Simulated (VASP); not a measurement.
# Al (Fm-3m) in VASP: notebook

Runs on Al. Level: r2SCAN. Tasks: single point.

Everything below comes from runs of VASP 6.6.1. Logs are shortened: lines on timing, memory, paths and dates and some standing lists are left out, and cuts for length are marked.

## Step 1: The cell of the first run

Symmetry: Fm-3m, No. 225, cubic system. The conventional cell has a = 3.993 Å, b = 3.993 Å, c = 3.993 Å, α = 90.00°, β = 90.00°, γ = 90.00°. Within 3.7 Å of Al (site symmetry m-3m) lie 12 Al at 2.82 Å.

## Step 2: Single point, r2SCAN

The input, POSCAR:

```
Al
1.0
    0.0000000000      1.9966927595      1.9966927595
    1.9966927595      0.0000000000      1.9966927595
    1.9966927595      1.9966927595      0.0000000000
Al
1
Direct
    0.0000000000      0.0000000000      0.0000000000
```

The input, INCAR.step1:

```
PREC = Accurate
ENCUT = 520
ISMEAR = 0
SIGMA = 0.6
LREAL = False
LASPH = True
NELM = 60
NBANDS = 8
GGA = PE
ALGO = Normal
EDIFF = 1E-4
LWAVE = True
LCHARG = False
```

The input, INCAR.step2:

```
PREC = Accurate
ENCUT = 520
EDIFF = 1E-7
ISMEAR = 0
SIGMA = 0.6
LREAL = False
LASPH = True
NELM = 60
ALGO = Normal
ISIF = 2
LWAVE = False
LCHARG = False
METAGGA = R2SCAN
LMIXTAU = True
NBANDS = 8
ISTART = 1
```

The input, KPOINTS:

```
Automatic mesh
0
Gamma
  14 14 14
```

Potentials or basis: VASP PAW PBE potentials, release 64 (Al).

The run is started by

```
cat potpaw_PBE.64/Al/POTCAR > POTCAR
cp INCAR.step1 INCAR
mpirun -np 1 vasp_std > vasp.out
cp INCAR.step2 INCAR
mpirun -np 1 vasp_std > vasp.out
```

OUTCAR:

```text
PREC = Accurate
   ENCUT = 520
   EDIFF = 1E-7
   ISMEAR = 0
   LREAL = False
   LASPH = True
   NELM = 60
   ISIF = 2
   METAGGA = R2SCAN
   ISTART = 1

 ion  position               nearest neighbor table
   1  0.000  0.000  0.000-

  LATTYP: Found a face centered cubic cell.
 ALAT       =     3.9933855190

  Lattice vectors:

 A1 = (   0.0000000000,   1.9966927595,   1.9966927595)
 A2 = (   1.9966927595,   0.0000000000,   1.9966927595)
 A3 = (   1.9966927595,   1.9966927595,   0.0000000000)

Analysis of symmetry for initial positions (statically):
=====================================================================
 Subroutine PRICEL returns:
 Original cell was already a primitive cell.

 Routine SETGRP: Setting up the symmetry group for a
 face centered cubic supercell.

 Subroutine GETGRP returns: Found 48 space group operations
 (whereof 48 operations were pure point group operations)
 out of a pool of 48 trial point group operations.

The static configuration has the point symmetry O_h .

Analysis of symmetry for dynamics (positions and initial velocities):
=====================================================================
 Subroutine PRICEL returns:
 Original cell was already a primitive cell.

 Routine SETGRP: Setting up the symmetry group for a
 face centered cubic supercell.

 Subroutine GETGRP returns: Found 48 space group operations
 (whereof 48 operations were pure point group operations)
 out of a pool of 48 trial point group operations.

The dynamic configuration has the point symmetry O_h .

 Subroutine INISYM returns: Found 48 space group operations
 (whereof 48 operations are pure point group operations),
 and found     1 'primitive' translations

----------------------------------------------------------------------------------------

                                     Primitive cell

  volume of cell :      15.9208

  direct lattice vectors                    reciprocal lattice vectors
     0.000000000  1.996692759  1.996692759    -0.250414090  0.250414090  0.250414090
     1.996692759  0.000000000  1.996692759     0.250414090 -0.250414090  0.250414090
     1.996692759  1.996692759  0.000000000     0.250414090  0.250414090 -0.250414090

  length of vectors
     2.823749980  2.823749980  2.823749980     0.433729926  0.433729926  0.433729926

  position of ions in fractional coordinates (direct lattice)
     0.000000000  0.000000000  0.000000000

  ion indices of the primitive-cell ions
   primitive index   ion index
                 1           1

----------------------------------------------------------------------------------------

 KPOINTS: Automatic mesh

Automatic generation of k-mesh.
 Grid dimensions read from file:
 generate k-points for:   14   14   14

 Generating k-lattice:

  Cartesian coordinates                     Fractional coordinates (reciprocal lattice)
    -0.017886721  0.017886721  0.017886721     0.071428571  0.000000000  0.000000000
     0.017886721 -0.017886721  0.017886721     0.000000000  0.071428571  0.000000000
     0.017886721  0.017886721 -0.017886721     0.000000000  0.000000000  0.071428571

  Length of vectors
     0.030980709  0.030980709  0.030980709

  Shift w.r.t. Gamma in fractional coordinates (k-lattice)
     0.000000000  0.000000000  0.000000000

 Subroutine IBZKPT returns following result:
 ===========================================

 Found    104 irreducible k-points:

 Following reciprocal coordinates:
            Coordinates               Weight
  0.000000  0.000000  0.000000      1.000000
  0.071429  0.000000  0.000000      8.000000
  0.142857  0.000000  0.000000      8.000000
  0.214286  0.000000  0.000000      8.000000
  0.285714  0.000000  0.000000      8.000000
  0.357143  0.000000  0.000000      8.000000
[... 16 lines left out ...]
  0.214286  0.142857  0.000000     24.000000
  0.285714  0.142857  0.000000     24.000000
 [... further k-points ...]
   k-points           NKPTS =    104   k-points in BZ     NKDIM =    104   number of bands    NBANDS=      8
   number of dos      NEDOS =    301   number of ions     NIONS =      1
   total plane-waves  NPLWV =  13824
   dimension x,y,z NGX =    24 NGY =   24 NGZ =   24
   dimension x,y,z NGXF=    48 NGYF=   48 NGZF=   48
   ions per type =               1
   NGX,Y,Z   is equivalent  to a cutoff of  14.13, 14.13, 14.13 a.u.
   NGXF,Y,Z  is equivalent  to a cutoff of  28.26, 28.26, 28.26 a.u.
 SYSTEM =  unknown system
   PREC   = accura    normal or accurate (medium, high low for compatibility)
   ISTART =      1    job   : 0-new  1-cont  2-samecut
   ICHARG =      0    charge: 1-file 2-atom 10-const
   ISPIN  =      1    spin polarized calculation?
   LNONCOLLINEAR =      F non collinear calculations
   LSORBIT =      F    spin-orbit coupling
   LASPH  =      T    aspherical Exc in radial PAW
   ENCUT  =  520.0 eV  38.22 Ry    6.18 a.u.   5.25  5.25  5.25*2*pi/ulx,y,z
   NELM   =     60;   NELMIN=  2; NELMDL=  0     # of ELM steps
   EDIFF  = 0.1E-06   stopping-criterion for ELM
   LREAL  =      F    real-space projection
   EDIFFG = 0.1E-05   stopping-criterion for IOM
   NSW    =      0    number of steps for IOM
   IBRION =     -1    ionic relax: 0-MD 1-quasi-New 2-CG
   NFREE  =      0    steps in history (QN), initial steepest desc. (CG)
   ISIF   =      2    stress and relaxation
   ISYM   =      2    0-nonsym 1-usesym 2-fastsym
   POTIM  = 0.5000    time-step for ionic-motion
   TEBEG  =    0.0;   TEEND  =   0.0 temperature during run
   PSTRESS=    0.0 pullay stress
   NELECT =       3.0000    total number of electrons
   NUPDOWN=      -1.0000    fix difference up-down
   EMIN   =  10.00;   EMAX   =-10.00  energy-range for DOS
   EFERMI =   0.00;   METHOD = LEGACY
   ISMEAR =     0;   SIGMA  =   0.60  broadening in eV -4-tet -1-fermi 0-gaus
   EFERMI_NEDOS =   21; number of points for ismear=-14 and -15
   IALGO  =     38    algorithm
   IMIX   =      4    mixing-type and parameters
     AMIX     =   0.40;   BMIX     =  1.00
     AMIX_MAG =   1.60;   BMIX_MAG =  1.00
  volume/ion in A,a.u.               =      15.92       107.44
  Fermi-wavevector in a.u.,A,eV,Ry     =   0.938557  1.773616 11.985227  0.880889
  Thomas-Fermi vector in A             =   2.065781
   LORBIT       =      0    0 simple, 1 ext, 2 COOP (PROOUT), +10 PAW based schemes
   METAGGA = R2SCAN    functional components
   LHFCALC =     F    Hartree Fock is set to
   AEXX    =    0.0000 exact exchange contribution
   IVDW    =     0    specifies the selected vdW correction
   LEPSILON=     F    determine dielectric tensor
   LRPA    =     F    only Hartree local field effects (RPA)
 non-spin polarized calculation
 Gauss-broadening in eV      SIGMA  =   0.60
  energy-cutoff  :      520.00
  volume of cell :       15.92
 maximum number of plane-waves:       444
 NGX is ok and might be reduce to    24
   NGX = 11   NGY = 11   NGZ = 11

 number of electron       3.0000000 magnetization

 Free energy of the ion-electron system (eV)
  ---------------------------------------------------
  ext. energy  EPLUGINS =         0.00000000
  ---------------------------------------------------
  free energy    TOTEN  =        -6.76837826 eV

  energy without entropy =       -6.69878408  energy(sigma->0) =       -6.73358117

 E-fermi :   8.3900     XC(G=0): -11.0405

 val. band max:        8.3871594131   @ k =   0.5000   0.2857   0.0000
 cond. band min:       8.4105357823   @ k =  -0.3571   0.4286   0.0714
 fundamental gap:      0.0233763692
 Fermi energy:         8.3899553564

 k-point     1 :       0.0000    0.0000    0.0000
  band No.  band energies     occupation
      1      -3.7009      2.00000
      2      21.9209      0.00000
      3      21.9209      0.00000
      4      21.9209      0.00000
      5      24.1148      0.00000
      6      24.1148      0.00000
      7      24.1148      0.00000
      8      26.0167      0.00000

 k-point     2 :       0.0714    0.0000    0.0000
  band No.  band energies     occupation
      1      -3.5500      2.00000
      2      19.7283      0.00000
      3      21.5329      0.00000
      4      21.5329      0.00000
      5      24.6063      0.00000
      6      24.7429      0.00000
      7      24.7429      0.00000
      8      27.6097      0.00000

 k-point     3 :       0.1429    0.0000    0.0000
  band No.  band energies     occupation
      1      -3.0984      2.00000
      2      16.6219      0.00000
      3      20.9190      0.00000
      4      20.9190      0.00000
      5      24.4285      0.00000
      6      25.9535      0.00000
      7      25.9535      0.00000
      8      27.1374      0.00000

 k-point     4 :       0.2143    0.0000    0.0000
  band No.  band energies     occupation
      1      -2.3489      2.00000
      2      13.5827      0.00000
      3      20.4443      0.00000
      4      20.4443      0.00000
      5      24.1492      0.00000
      6      25.2132      0.00000
      7      25.2132      0.00000
      8      27.9880      0.00000

 k-point     5 :       0.2857    0.0000    0.0000
  band No.  band energies     occupation
      1      -1.3064      2.00000
      2      10.7247      0.00000
      3      20.1844      0.00000
      4      20.1844      0.00000
      5      23.8082      0.00000
      6      23.8082      0.00000
      7      23.9884      0.00000
      8      28.1551      0.00000

 k-point     6 :       0.3571    0.0000    0.0000
  band No.  band energies     occupation
      1       0.0221      2.00000
      2       8.0877      1.52376
      3      20.1578      0.00000
      4      20.1578      0.00000
      5      22.6028      0.00000
      6      22.6028      0.00000
      7      24.0313      0.00000
      8      26.9122      0.00000

 k-point     7 :       0.4286    0.0000    0.0000
  band No.  band energies     occupation
      1       1.6246      2.00000
      2       5.6967      2.00000
      3      20.3620      0.00000
      4      20.3620      0.00000
      5      21.6504      0.00000
      6      21.6504      0.00000
      7      24.2968      0.00000
      8      25.8915      0.00000
[... 133 lines left out ...]
 k-point    20 :      -0.1429    0.0714    0.0000
  band No.  band energies     occupation
      1      -2.7481      2.00000
      2      15.6336      0.00000
      3      18.4323      0.00000
      4      22.2812      0.00000
      5      24.7589      0.00000
      6      25.1899      0.00000
      7      25.6101      0.00000
      8      26.5823      0.00000

 k-point    21 :      -0.0714    0.0714    0.0000
  band No.  band energies     occupation
      1      -3.2989      2.00000
      2      18.3836      0.00000
      3      19.4342      0.00000
      4      22.3119      0.00000
      5      24.3849      0.00000
      6      25.1299      0.00000
      7      25.9770      0.00000
      8      26.8139      0.00000

 k-point    22 :       0.1429    0.1429    0.0000
  band No.  band energies     occupation
      1      -2.8981      2.00000
      2      18.7340      0.00000
      3      18.7828      0.00000
      4      18.7828      0.00000
      5      22.4994      0.00000
      6      23.3089      0.00000
      7      28.3952      0.00000
      8      28.3952      0.00000

 k-point    23 :       0.2143    0.1429    0.0000
  band No.  band energies     occupation
      1      -2.3489      2.00000
      2      15.9188      0.00000
      3      18.0776      0.00000
      4      19.2714      0.00000
      5      21.3519      0.00000
      6      22.7377      0.00000
      7      28.8793      0.00000
      8      29.2265      0.00000

 k-point    24 :       0.2857    0.1429    0.0000
  band No.  band energies     occupation
      1      -1.5045      2.00000
      2      13.0276      0.00000
      3      17.6228      0.00000
      4      19.0505      0.00000
      5      19.8807      0.00000
      6      24.0950      0.00000
      7      28.1910      0.00000
      8      28.8484      0.00000

 [... further k-points ...]

------------------------ aborting loop because EDIFF is reached ----------------------------------------

  FORCE on cell =-STRESS in cart. coord.  units (eV):
  Direction    XX          YY          ZZ          XY          YZ          ZX
  --------------------------------------------------------------------------------------
  -------------------------------------------------------------------------------------
  Total       -0.0081961     -0.0081961     -0.0081961     -0.0000000     -0.0000000     -0.0000000
  in kB       -0.8248133     -0.8248133     -0.8248133     -0.0000000     -0.0000000     -0.0000000
  external PRESSURE =      -0.8248133 kB  Pullay stress =       0.0000000 kB

 VOLUME and BASIS-vectors are now :
 -----------------------------------------------------------------------------
  energy-cutoff  :      520.00
  volume of cell :       15.92
      direct lattice vectors                 reciprocal lattice vectors
     0.000000000  1.996692759  1.996692759    -0.250414090  0.250414090  0.250414090
     1.996692759  0.000000000  1.996692759     0.250414090 -0.250414090  0.250414090
     1.996692759  1.996692759  0.000000000     0.250414090  0.250414090 -0.250414090

 POSITION                                       TOTAL-FORCE (eV/Angst)
 -----------------------------------------------------------------------------------
      0.00000      0.00000      0.00000        -0.000000     -0.000000      0.000000
 -----------------------------------------------------------------------------------
    total drift:                                0.000000      0.000000      0.000000

  FREE ENERGIE OF THE ION-ELECTRON SYSTEM (eV)
  ---------------------------------------------------
  free  energy   TOTEN  =        -6.7683782616 eV

  energy  without entropy=       -6.6987840835  energy(sigma->0) =       -6.73358117
```

It took 27 s on 1 thread of Intel Xeon Platinum 8488C (Sapphire Rapids), shared host; peak memory 0.13 GiB.

Results:

```
Free energy            : -6.7684 eV
Pressure               : -0.1 GPa
Band gap on the k mesh : zero (an odd number of electrons rules out a gap without spin polarisation)
```

Caveat: so wide a smearing shifts energies and pressures; the PAW data sets were made with another functional, which shifts forces and pressure a little.

[end of part 1 of 2]
